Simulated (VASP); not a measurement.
# Gd (P6_3/mmc) in VASP: a series of runs

The runs below take Gd through single point, with PBE.

Program: VASP 6.6.1. These are calculated values, not measurements. Logs are shortened: lines on timing, memory, paths and dates and some standing lists are left out, and cuts for length are marked.

### 1 The cell of the first run

It takes space group P6_3/mmc (No. 194, hexagonal). Conventional cell: a = 3.647 Å, b = 3.647 Å, c = 5.838 Å, α = 90.00°, β = 90.00°, γ = 120.00°. Within 4.7 Å of Gd (site symmetry -6m2) lie 12 Gd at 3.60 to 3.65 Å.

### 2 Single point, PBE, collinear spin, ferromagnetic start

Input file INCAR:

```
  ALGO = Normal
  EDIFF = 1E-7
  ENCUT = 520
  GGA = PE
  ISIF = 2
  ISMEAR = -1
  ISPIN = 2
  LASPH = T
  LCHARG = T
  LELF = T
  LMAXMIX = 6
  LORBIT = 11
  LREAL = F
  LVHAR = T
  LWAVE = F
  MAGMOM = 7 7
  NBANDS = 29
  NELM = 150
  PREC = Accurate
  SIGMA = 0.05
```

Input file KPOINTS:

```
k-points
0
Gamma
  12 12 6
```

Input file POSCAR:

```
Gd
1.0
    1.8236882691     -3.1587207391      0.0000000000
    1.8236882690      3.1587207392      0.0000000000
    0.0000000000      0.0000000000      5.8375174332
Gd
2
Direct
    0.6666666670      0.3333333330      0.2500000000
    0.3333333330      0.6666666670      0.7500000000
```

Potentials or basis: VASP PAW PBE potentials, release 64 (Gd).

Started as:

```console
$ cat potpaw_PBE.64/Gd/POTCAR > POTCAR
$ mpirun -np 1 vasp_std > vasp.out
```

OUTCAR:

```text
EDIFF = 1E-7
   ENCUT = 520
   GGA = PE
   ISIF = 2
   ISMEAR = -1
   ISPIN = 2
   LASPH = T
   LORBIT = 11
   LREAL = F
   NELM = 150
   PREC = Accurate

 ion  position               nearest neighbor table
   1  0.667  0.333  0.250-
   2  0.333  0.667  0.750-

  LATTYP: Found a hexagonal cell.
 ALAT       =     3.6473765381
 C/A-ratio  =     1.6004701934

  Lattice vectors:

 A1 = (   1.8236882691,  -3.1587207391,   0.0000000000)
 A2 = (   1.8236882690,   3.1587207392,   0.0000000000)
 A3 = (   0.0000000000,   0.0000000000,   5.8375174332)

Analysis of symmetry for initial positions (statically):
=====================================================================
 Subroutine PRICEL returns:
 Original cell was already a primitive cell.

 Routine SETGRP: Setting up the symmetry group for a
 hexagonal supercell.

 Subroutine GETGRP returns: Found 24 space group operations
 (whereof 12 operations were pure point group operations)
 out of a pool of 24 trial point group operations.

The static configuration has the point symmetry D_3d.
 The point group associated with its full space group is D_6h.

Analysis of symmetry for dynamics (positions and initial velocities):
=====================================================================
 Subroutine PRICEL returns:
 Original cell was already a primitive cell.

 Routine SETGRP: Setting up the symmetry group for a
 hexagonal supercell.

 Subroutine GETGRP returns: Found 24 space group operations
 (whereof 12 operations were pure point group operations)
 out of a pool of 24 trial point group operations.

The dynamic configuration has the point symmetry D_3d.
 The point group associated with its full space group is D_6h.

Analysis of structural, dynamic, and magnetic symmetry:
=====================================================================
 Subroutine PRICEL returns:
 Original cell was already a primitive cell.

 Routine SETGRP: Setting up the symmetry group for a
 hexagonal supercell.

 Subroutine GETGRP returns: Found 24 space group operations
 (whereof 12 operations were pure point group operations)
 out of a pool of 24 trial point group operations.

The overall configuration has the point symmetry D_3d.
 The point group associated with its full space group is D_6h.

 Subroutine INISYM returns: Found 24 space group operations
 (whereof 12 operations are pure point group operations),
[... 115 lines left out ...]
     AMIX     =   0.40;   BMIX     =  1.00
     AMIX_MAG =   1.60;   BMIX_MAG =  1.00
  volume/ion in A,a.u.               =      33.63       226.93
  Fermi-wavevector in a.u.,A,eV,Ry     =   1.329237  2.511893 24.039729  1.766870
  Thomas-Fermi vector in A             =   2.458414
   LORBIT       =     11    0 simple, 1 ext, 2 COOP (PROOUT), +10 PAW based schemes
   GGA     = PE    functional components
   LHFCALC =     F    Hartree Fock is set to
   AEXX    =    0.0000 exact exchange contribution
   IVDW    =     0    specifies the selected vdW correction
   LEPSILON=     F    determine dielectric tensor
   LRPA    =     F    only Hartree local field effects (RPA)
 spin polarized calculation
  energy-cutoff  :      520.00
  volume of cell :       67.25
 maximum number of plane-waves:      1830
 NGX is ok and might be reduce to    28
   NGX = 13   NGY = 13   NGZ = 21

 number of electron      36.0000010 magnetization      15.3266738

 Free energy of the ion-electron system (eV)
  ---------------------------------------------------
  ext. energy  EPLUGINS =         0.00000000
  ---------------------------------------------------
  free energy    TOTEN  =       -23.42726759 eV

  energy without entropy =      -23.40160351  energy(sigma->0) =      -23.41443555

 E-fermi :   2.8872     XC(G=0):  -9.8994

 val. band max:        2.8715177978   @ k =   0.2500   0.1667   0.1667
 cond. band min:       2.8995341149   @ k =   0.3333   0.2500   0.0000
 fundamental gap:      0.0280163171
 Fermi energy:         2.8872071290

 spin component 1

 k-point     1 :       0.0000    0.0000    0.0000
  band No.  band energies     occupation
      1     -42.4504      1.00000
      2     -42.3876      1.00000
      3     -20.1664      1.00000
      4     -19.5862      1.00000
      5     -19.5862      1.00000
      6     -19.4883      1.00000
[... 757 lines left out ...]
     28       4.2955      0.00000
     29       4.3829      0.00000

 [... further k-points ...]

 spin component 2

 k-point     1 :       0.0000    0.0000    0.0000
  band No.  band energies     occupation
      1     -39.2031      1.00000
      2     -39.1240      1.00000
      3     -17.9122      1.00000
      4     -17.2004      1.00000
      5     -17.2004      1.00000
      6     -17.0852      1.00000
[... 757 lines left out ...]
     28       5.4657      0.00000
     29       5.4729      0.00000

 [... further k-points ...]

------------------------ aborting loop because EDIFF is reached ----------------------------------------

  FORCE on cell =-STRESS in cart. coord.  units (eV):
  Direction    XX          YY          ZZ          XY          YZ          ZX
  --------------------------------------------------------------------------------------
  -------------------------------------------------------------------------------------
  Total       -0.0087282     -0.0087282     -0.0052434     -0.0000000     -0.0000000     -0.0000000
  in kB       -0.2079279     -0.2079279     -0.1249113     -0.0000000     -0.0000000     -0.0000000
  external PRESSURE =      -0.1802557 kB  Pullay stress =       0.0000000 kB

 VOLUME and BASIS-vectors are now :
 -----------------------------------------------------------------------------
  energy-cutoff  :      520.00
  volume of cell :       67.25
      direct lattice vectors                 reciprocal lattice vectors
     1.823688269 -3.158720739  0.000000000     0.274169664 -0.158291929  0.000000000
     1.823688269  3.158720739  0.000000000     0.274169664  0.158291929  0.000000000
     0.000000000  0.000000000  5.837517433     0.000000000  0.000000000  0.171305698

 POSITION                                       TOTAL-FORCE (eV/Angst)
 -----------------------------------------------------------------------------------
      1.82369     -1.05291      1.45938         0.000000      0.000000      0.000000
      1.82369      1.05291      4.37814        -0.000000     -0.000000      0.000000
 -----------------------------------------------------------------------------------
    total drift:                               -0.000000      0.000002     -0.000000

  FREE ENERGIE OF THE ION-ELECTRON SYSTEM (eV)
  ---------------------------------------------------
  free  energy   TOTEN  =       -23.4272675856 eV

  energy  without entropy=      -23.4016035150  energy(sigma->0) =      -23.41443555

 total charge

# of ion       s       p       d       f       tot
--------------------------------------------------
    1        2.073   5.568   0.564   6.981  15.186
    2        2.073   5.568   0.564   6.981  15.186
--------------------------------------------------
tot          4.145  11.136   1.129  13.961  30.371

 magnetization (x)

# of ion       s       p       d       f       tot
--------------------------------------------------
    1        0.004  -0.052   0.225   6.824   7.001
    2        0.004  -0.052   0.225   6.824   7.001
--------------------------------------------------
tot          0.007  -0.103   0.450  13.648  14.002
```

stdout:

```text
POSCAR found type information on POSCAR Gd
 POSCAR found :  1 types and       2 ions
 scaLAPACK will be used
 LDA part: xc-table for (Slater+PW92), standard interpolation
 POSCAR, INCAR and KPOINTS ok, starting setup
 FFT: planning ... GRIDC
 FFT: planning ... GRID_SOFT
 FFT: planning ... GRID
 WAVECAR not read
 entering main loop
```

Run time: 10 min. Hardware: 1 thread of Intel Xeon 6975P-C (Granite Rapids), shared host; peak memory 0.4 GiB.

What came out:

* Free energy: -23.4273 eV
* Pressure: 0.0 GPa
* Net moment: 15.33 μB per cell
* Site moments: Gd +7.00 μB
* Valence electrons inside the program's atomic spheres: Gd 15.19

Levels at points of the mesh, in eV from the Fermi level:
Spin up:
```
           k point  band 22  band 23  band 24  band 25  band 26  band 27  band 28  band 29
(0.00, 0.00, 0.00)    -4.82    -4.81    -2.49     0.94     1.32     1.32     1.43     1.92
(0.50, 0.00, 0.00)    -4.82    -2.16    -1.71    -1.28    -0.13     1.03     1.09     1.71
(0.00, 0.00, 0.50)    -4.82    -3.60    -3.60     0.44     0.44     1.25     1.25     1.25
(0.50, 0.00, 0.50)    -4.84    -2.14    -2.14    -0.48    -0.48     1.41     1.41     2.54
```
Spin down:
```tsv
k point	band 8	band 9	band 10	band 11	band 12	band 13
(0.00, 0.00, 0.00)	-19.97	-4.14	-1.39	0.32	0.35	0.40
(0.50, 0.00, 0.00)	-20.06	-1.03	-0.85	-0.56	0.35	0.41
(0.00, 0.00, 0.50)	-20.03	-2.62	-2.62	0.25	0.25	0.43
(0.50, 0.00, 0.50)	-20.17	-1.30	-1.30	0.23	0.23	0.44
```

Caveat: spin-orbit coupling is left out, which moves the levels of the heavy elements; semilocal functionals describe open f shells poorly, which spoils levels, moments and volumes. The state reached can hang on the start; a lower one may exist.

### 3 Single point, PBE, collinear spin, ferromagnetic start

Input file INCAR:

```
SYSTEM = Gd
  PREC = Accurate
  ENCUT = 520
  EDIFF = 1E-6
  ISMEAR = -1
  SIGMA = 0.05
  LREAL = .False.
  LASPH = .True.
  NELM = 150
  ALGO = Normal
  ISIF = 2
  LWAVE = .False.
  LCHARG = .True.
  ISPIN = 2
  MAGMOM = 7 7
  LORBIT = 11
  LMAXMIX = 6
  GGA = PE
  LELF = .True.
  LVHAR = .True.
  NBANDS = 29
```

Input file KPOINTS:

```
Automatic mesh
0
Gamma
  12 12 6
  0 0 0
```

POSCAR is that of step 2.

Potentials or basis: VASP PAW PBE potentials, release 64 (Gd).

Started as:

```console
$ cat potpaw_PBE.64/Gd/POTCAR > POTCAR
$ mpirun -np 1 vasp_std > vasp.out
```

Wall time 11 min (1 thread of Intel Xeon 6975P-C (Granite Rapids), shared host); peak memory 0.39 GiB.

It converged, with:

```yaml
Free_energy: -23.4273 eV
Pressure: 0.0 GPa
Net_moment: 15.33 μB per cell
Site_moments: Gd +7.00 μB
Valence_electrons_inside_the_program's_atomic_spheres: Gd 15.19
```

Levels at points of the mesh, in eV from the Fermi level:
Spin up:
```
           k point  band 23  band 24  band 25  band 26  band 27  band 28  band 29
(0.00, 0.00, 0.00)    -4.81    -2.49     0.94     1.32     1.32     1.43     1.92
(0.50, 0.00, 0.00)    -2.16    -1.71    -1.28    -0.13     1.03     1.09     1.71
(0.00, 0.00, 0.50)    -3.60    -3.60     0.44     0.44     1.25     1.25     1.25
(0.50, 0.00, 0.50)    -2.14    -2.14    -0.48    -0.48     1.41     1.41     2.54
```
Spin down:
| k point | band 6 | band 7 | band 8 | band 9 | band 10 | band 11 | band 12 | band 13 | band 14 | band 15 |
| --- | --- | --- | --- | --- | --- | --- | --- | --- | --- | --- |
| (0.00, 0.00, 0.00) | -19.97 | -19.97 | -19.97 | -4.14 | -1.39 | 0.32 | 0.35 | 0.40 | 0.46 | 0.46 |
| (0.50, 0.00, 0.00) | -20.26 | -20.17 | -20.06 | -1.03 | -0.85 | -0.56 | 0.35 | 0.41 | 0.47 | 0.47 |
| (0.00, 0.00, 0.50) | -20.03 | -20.03 | -20.03 | -2.62 | -2.62 | 0.25 | 0.25 | 0.43 | 0.43 | 0.44 |
| (0.50, 0.00, 0.50) | -20.18 | -20.17 | -20.17 | -1.30 | -1.30 | 0.23 | 0.23 | 0.44 | 0.44 | 0.48 |

Caveat: spin-orbit coupling is left out, which moves the levels of the heavy elements; semilocal functionals describe open f shells poorly, which spoils levels, moments and volumes. The state reached can hang on the start; a lower one may exist.
